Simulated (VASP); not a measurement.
A run of VASP 6.6.1 is set up as follows.

The input INCAR:

```
SYSTEM = SrO
PREC = Accurate
ENCUT = 520
EDIFF = 1E-6
ISMEAR = 0
SIGMA = 0.05
LREAL = .FALSE.
LASPH = .TRUE.
NELM = 100
ALGO = Normal
ISIF = 2
LWAVE = .FALSE.
LCHARG = .FALSE.
GGA = PE
NBANDS = 24
```

File KPOINTS:

```
Automatic mesh
0
G
  9 9 8
  0 0 0
```

The input POSCAR:

```
SrO
1.0
    0.0000000000     -2.5975079636     -2.5975079636
   -2.5975079636      0.0000000000     -2.5975079636
    2.5975079636      2.5975079636     -5.1950159271
Sr O
2 2
Direct
    0.0000000000      0.0000000000      0.0000000000
    0.5000000000      0.5000000000      0.5000000000
    0.7500000000      0.7500000000      0.7500000000
    0.2500000000      0.2500000000      0.2500000000
```

Potentials or basis: VASP PAW PBE potentials, release 64 (Sr_sv, O).

The run is started by

```sh
$ cat potpaw_PBE.64/Sr_sv/POTCAR potpaw_PBE.64/O/POTCAR > POTCAR
$ mpirun -np 1 vasp_std > vasp.out
```

**Question.** What does it give for the band gap on the k mesh?

**Answer.** 3.33 eV.

**Question.** Estimate the pressure.

**Answer.** 0.5 GPa.

A k mesh can miss the band edges.
